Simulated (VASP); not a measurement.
# Mg3ZnTe4 in VASP: notebook

The runs below take Mg3ZnTe4 through single point, relaxation of cell and atoms, with PBE.

All numbers are computed with VASP 6.6.1; they aren't measurements. Logs are shortened: lines on timing, memory, paths and dates and some standing lists are left out, and cuts for length are marked.

### 1 The cell of the first run

Symmetry: P-43m, No. 215, cubic system. Conventional cell: a = 6.429 Å, b = 6.429 Å, c = 6.429 Å, α = 90.00°, β = 90.00°, γ = 90.00°. Mg (site symmetry -42m) has 4 Te at 2.81 Å within 3.7 Å. Zn (site symmetry -43m) has 4 Te at 2.70 Å within 3.6 Å. Within 3.6 Å of Te (site symmetry 3m) lie 1 Zn at 2.70 Å and 3 Mg at 2.81 Å.

### 2 Single point, PBE

Input file INCAR:

```
ALGO     = Normal         # electronic algorithm
EDIFF    = 1E-6           # SCF threshold, eV
ENCUT    = 520            # plane-wave cutoff, eV
GGA      = PE             # functional
ISIF     = 2              # what is computed and relaxed
ISMEAR   = 0              # smearing method
LASPH    = T              # aspherical terms in the spheres
LCHARG   = T              # write CHGCAR
LELF     = T              # ELF
LREAL    = F              # projectors in reciprocal space
LVHAR    = T            
LWAVE    = F              # write WAVECAR
NBANDS   = 31             # bands
NELM     = 80             # most SCF steps
PREC     = Accurate       # precision mode
SIGMA    = 0.1            # smearing width, eV
```

Input file KPOINTS:

```
k-points
0
Gamma
  2 2 2
```

Input file POSCAR:

```
Mg3ZnTe4
1.0
    6.4290019000      0.0000000000      0.0000000000
    0.0000000000      6.4290019000      0.0000000000
    0.0000000000      0.0000000000      6.4290019000
Mg Zn Te
3 1 4
Direct
    0.5000000000      0.0000000000      0.0000000000
    0.0000000000      0.0000000000      0.5000000000
    0.0000000000      0.5000000000      0.0000000000
    0.5000000000      0.5000000000      0.5000000000
    0.2572670000      0.7427330000      0.2572670000
    0.2572670000      0.2572670000      0.7427330000
    0.7427330000      0.7427330000      0.7427330000
    0.7427330000      0.2572670000      0.2572670000
```

Potentials or basis: VASP PAW PBE potentials, release 64 (Mg, Zn, Te).

Started as:

```bash
cat potpaw_PBE.64/Mg/POTCAR potpaw_PBE.64/Zn/POTCAR potpaw_PBE.64/Te/POTCAR > POTCAR
mpirun -np 1 vasp_std > vasp.out
```

OUTCAR:

```text
EDIFF = 1E-6
   ENCUT = 520
   GGA = PE
   ISIF = 2
   ISMEAR = 0
   LASPH = T
   LREAL = F
   NELM = 80
   PREC = Accurate

 ion  position               nearest neighbor table
   1  0.500  0.000  0.000-   5 2.81   6 2.81   7 2.81   8 2.81
   2  0.000  0.000  0.500-   5 2.81   6 2.81   7 2.81   8 2.81
   3  0.000  0.500  0.000-   5 2.81   6 2.81   7 2.81   8 2.81
   4  0.500  0.500  0.500-   5 2.70   6 2.70   7 2.70   8 2.70
   5  0.257  0.743  0.257-   4 2.70   2 2.81   3 2.81   1 2.81
   6  0.257  0.257  0.743-   4 2.70   2 2.81   3 2.81   1 2.81
   7  0.743  0.743  0.743-   4 2.70   2 2.81   3 2.81   1 2.81
   8  0.743  0.257  0.257-   4 2.70   2 2.81   3 2.81   1 2.81

  LATTYP: Found a simple cubic cell.
 ALAT       =     6.4290019000

  Lattice vectors:

 A1 = (   6.4290019000,   0.0000000000,   0.0000000000)
 A2 = (   0.0000000000,   6.4290019000,   0.0000000000)
 A3 = (   0.0000000000,   0.0000000000,   6.4290019000)

Analysis of symmetry for initial positions (statically):
=====================================================================
 Subroutine PRICEL returns:
 Original cell was already a primitive cell.

 Routine SETGRP: Setting up the symmetry group for a
 simple cubic supercell.

 Subroutine GETGRP returns: Found 24 space group operations
 (whereof 24 operations were pure point group operations)
 out of a pool of 48 trial point group operations.

The static configuration has the point symmetry T_d .

Analysis of symmetry for dynamics (positions and initial velocities):
=====================================================================
 Subroutine PRICEL returns:
 Original cell was already a primitive cell.

 Routine SETGRP: Setting up the symmetry group for a
 simple cubic supercell.

 Subroutine GETGRP returns: Found 24 space group operations
 (whereof 24 operations were pure point group operations)
 out of a pool of 48 trial point group operations.

The dynamic configuration has the point symmetry T_d .

 Subroutine INISYM returns: Found 24 space group operations
 (whereof 24 operations are pure point group operations),
 and found     1 'primitive' translations

----------------------------------------------------------------------------------------

                                     Primitive cell

  volume of cell :     265.7239

  direct lattice vectors                    reciprocal lattice vectors
     6.429001900  0.000000000  0.000000000     0.155545140  0.000000000  0.000000000
     0.000000000  6.429001900  0.000000000     0.000000000  0.155545140  0.000000000
     0.000000000  0.000000000  6.429001900     0.000000000  0.000000000  0.155545140

  length of vectors
     6.429001900  6.429001900  6.429001900     0.155545140  0.155545140  0.155545140

  position of ions in fractional coordinates (direct lattice)
     0.500000000  0.000000000  0.000000000
     0.000000000  0.000000000  0.500000000
     0.000000000  0.500000000  0.000000000
     0.500000000  0.500000000  0.500000000
     0.257267000  0.742733000  0.257267000
     0.257267000  0.257267000  0.742733000
     0.742733000  0.742733000  0.742733000
     0.742733000  0.257267000  0.257267000

  ion indices of the primitive-cell ions
   primitive index   ion index
                 1           1
                 2           2
                 3           3
                 4           4
                 5           5
                 6           6
                 7           7
                 8           8

----------------------------------------------------------------------------------------

 KPOINTS: k-points

Automatic generation of k-mesh.
 Grid dimensions read from file:
 generate k-points for:    2    2    2

 Generating k-lattice:

  Cartesian coordinates                     Fractional coordinates (reciprocal lattice)
     0.077772570  0.000000000  0.000000000     0.500000000  0.000000000  0.000000000
     0.000000000  0.077772570  0.000000000     0.000000000  0.500000000  0.000000000
     0.000000000  0.000000000  0.077772570     0.000000000  0.000000000  0.500000000

  Length of vectors
     0.077772570  0.077772570  0.077772570

  Shift w.r.t. Gamma in fractional coordinates (k-lattice)
     0.000000000  0.000000000  0.000000000

 Subroutine IBZKPT returns following result:
 ===========================================

 Found      4 irreducible k-points:

 Following reciprocal coordinates:
            Coordinates               Weight
  0.000000  0.000000  0.000000      1.000000
  0.500000  0.000000  0.000000      3.000000
  0.500000  0.500000  0.000000      3.000000
  0.500000  0.500000  0.500000      1.000000
   k-points           NKPTS =      4   k-points in BZ     NKDIM =      4   number of bands    NBANDS=     31
   number of dos      NEDOS =    301   number of ions     NIONS =      8
   total plane-waves  NPLWV = 110592
   dimension x,y,z NGX =    48 NGY =   48 NGZ =   48
   dimension x,y,z NGXF=    96 NGYF=   96 NGZF=   96
   ions per type =               3   1   4
   NGX,Y,Z   is equivalent  to a cutoff of  12.41, 12.41, 12.41 a.u.
   NGXF,Y,Z  is equivalent  to a cutoff of  24.82, 24.82, 24.82 a.u.
 SYSTEM =  unknown system
   PREC   = accura    normal or accurate (medium, high low for compatibility)
   ISTART =      0    job   : 0-new  1-cont  2-samecut
   ICHARG =      2    charge: 1-file 2-atom 10-const
   ISPIN  =      1    spin polarized calculation?
   LNONCOLLINEAR =      F non collinear calculations
   LSORBIT =      F    spin-orbit coupling
   LASPH  =      T    aspherical Exc in radial PAW
   ENCUT  =  520.0 eV  38.22 Ry    6.18 a.u.  11.95 11.95 11.95*2*pi/ulx,y,z
   NELM   =     80;   NELMIN=  2; NELMDL= -5     # of ELM steps
   EDIFF  = 0.1E-05   stopping-criterion for ELM
   LREAL  =      F    real-space projection
   EDIFFG = 0.1E-04   stopping-criterion for IOM
   NSW    =      0    number of steps for IOM
   IBRION =     -1    ionic relax: 0-MD 1-quasi-New 2-CG
   NFREE  =      0    steps in history (QN), initial steepest desc. (CG)
   ISIF   =      2    stress and relaxation
   ISYM   =      2    0-nonsym 1-usesym 2-fastsym
   POTIM  = 0.5000    time-step for ionic-motion
   TEBEG  =    0.0;   TEEND  =   0.0 temperature during run
   PSTRESS=    0.0 pullay stress
   NELECT =      42.0000    total number of electrons
   NUPDOWN=      -1.0000    fix difference up-down
   EMIN   =  10.00;   EMAX   =-10.00  energy-range for DOS
   EFERMI =   0.00;   METHOD = LEGACY
   ISMEAR =     0;   SIGMA  =   0.10  broadening in eV -4-tet -1-fermi 0-gaus
   EFERMI_NEDOS =   21; number of points for ismear=-14 and -15
   IALGO  =     38    algorithm
   IMIX   =      4    mixing-type and parameters
     AMIX     =   0.40;   BMIX     =  1.00
     AMIX_MAG =   1.60;   BMIX_MAG =  1.00
  volume/ion in A,a.u.               =      33.22       224.15
  Fermi-wavevector in a.u.,A,eV,Ry     =   0.885145  1.672681 10.659913  0.783482
  Thomas-Fermi vector in A             =   2.006139
   LORBIT       =      0    0 simple, 1 ext, 2 COOP (PROOUT), +10 PAW based schemes
   GGA     = PE    functional components
   LHFCALC =     F    Hartree Fock is set to
   AEXX    =    0.0000 exact exchange contribution
   IVDW    =     0    specifies the selected vdW correction
   LEPSILON=     F    determine dielectric tensor
   LRPA    =     F    only Hartree local field effects (RPA)
 non-spin polarized calculation
 Gauss-broadening in eV      SIGMA  =   0.10
  energy-cutoff  :      520.00
  volume of cell :      265.72
 maximum number of plane-waves:      7208
 NGX is ok and might be reduce to    48
   NGX = 23   NGY = 23   NGZ = 23

 number of electron      42.0000033 magnetization

 Free energy of the ion-electron system (eV)
  ---------------------------------------------------
  ext. energy  EPLUGINS =         0.00000000
  ---------------------------------------------------
  free energy    TOTEN  =       -24.14109704 eV

  energy without entropy =      -24.14109704  energy(sigma->0) =      -24.14109704

 E-fermi :   2.4521     XC(G=0):  -7.9833

 val. band max:        2.0032159070   @ k =   0.0000   0.0000   0.0000
 cond. band min:       3.7939385791   @ k =   0.0000   0.0000   0.0000
 fundamental gap:      1.7907226721
 Fermi energy:         2.4520890735

 k-point     1 :       0.0000    0.0000    0.0000
  band No.  band energies     occupation
      1      -8.4460      2.00000
      2      -7.6091      2.00000
      3      -7.6091      2.00000
      4      -7.6091      2.00000
      5      -4.1279      2.00000
      6      -4.1279      2.00000
[... 23 lines left out ...]
     30       7.1826      0.00000
     31       7.1826      0.00000

 k-point     2 :       0.5000    0.0000    0.0000
  band No.  band energies     occupation
      1      -8.1266      2.00000
      2      -8.0039      2.00000
      3      -7.6036      2.00000
      4      -7.6036      2.00000
      5      -4.1691      2.00000
      6      -4.1232      2.00000
[... 23 lines left out ...]
     30       7.9801      0.00000
     31       7.9801      0.00000

 k-point     3 :       0.5000    0.5000    0.0000
  band No.  band energies     occupation
      1      -7.9220      2.00000
      2      -7.8212      2.00000
      3      -7.8212      2.00000
      4      -7.7890      2.00000
      5      -4.1452      2.00000
      6      -4.1452      2.00000
[... 23 lines left out ...]
     30       7.9031      0.00000
     31       8.0469      0.00000

 k-point     4 :       0.5000    0.5000    0.5000
  band No.  band energies     occupation
      1      -7.8728      2.00000
      2      -7.8080      2.00000
      3      -7.8080      2.00000
      4      -7.8080      2.00000
      5      -4.1307      2.00000
      6      -4.1307      2.00000
[... 23 lines left out ...]
     30       7.4409      0.00000
     31       7.4409      0.00000

------------------------ aborting loop because EDIFF is reached ----------------------------------------

  FORCE on cell =-STRESS in cart. coord.  units (eV):
  Direction    XX          YY          ZZ          XY          YZ          ZX
  --------------------------------------------------------------------------------------
  -------------------------------------------------------------------------------------
  Total        0.2289062      0.2289062      0.2289062     -0.0000000      0.0000000      0.0000000
  in kB        1.3801854      1.3801854      1.3801854     -0.0000000      0.0000000      0.0000000
  external PRESSURE =       1.3801854 kB  Pullay stress =       0.0000000 kB

 VOLUME and BASIS-vectors are now :
 -----------------------------------------------------------------------------
  energy-cutoff  :      520.00
  volume of cell :      265.72
      direct lattice vectors                 reciprocal lattice vectors
     6.429001900  0.000000000  0.000000000     0.155545140  0.000000000  0.000000000
     0.000000000  6.429001900  0.000000000     0.000000000  0.155545140  0.000000000
     0.000000000  0.000000000  6.429001900     0.000000000  0.000000000  0.155545140

 POSITION                                       TOTAL-FORCE (eV/Angst)
 -----------------------------------------------------------------------------------
      3.21450      0.00000      0.00000         0.000000     -0.000000     -0.000000
      0.00000      0.00000      3.21450         0.000000      0.000000     -0.000000
      0.00000      3.21450      0.00000        -0.000000     -0.000000     -0.000000
      3.21450      3.21450      3.21450         0.000000      0.000000     -0.000000
      1.65397      4.77503      1.65397        -0.000105      0.000105     -0.000105
      1.65397      1.65397      4.77503        -0.000105     -0.000105      0.000105
      4.77503      4.77503      4.77503         0.000105      0.000105      0.000105
      4.77503      1.65397      1.65397         0.000105     -0.000105     -0.000105
 -----------------------------------------------------------------------------------
    total drift:                               -0.000000     -0.000000     -0.000000

  FREE ENERGIE OF THE ION-ELECTRON SYSTEM (eV)
  ---------------------------------------------------
  free  energy   TOTEN  =       -24.1410970427 eV

  energy  without entropy=      -24.1410970427  energy(sigma->0) =      -24.14109704
```

Wall time 54 s (1 thread of Intel Xeon 6975P-C, shared host); peak memory 0.34 GiB.

Results:

| Quantity | Value |
| --- | --- |
| Free energy | -24.1411 eV |
| Pressure | 0.1 GPa |
| Band gap on the k mesh | 1.79 eV, direct |

Caveat: the k points lie up to 0.49 Å⁻¹ apart; spin-orbit coupling is left out, which moves the levels of the heavy elements. PBE gaps usually lie below the measured ones, often by a third to a half.

(Part 1 of 3 ends here.)
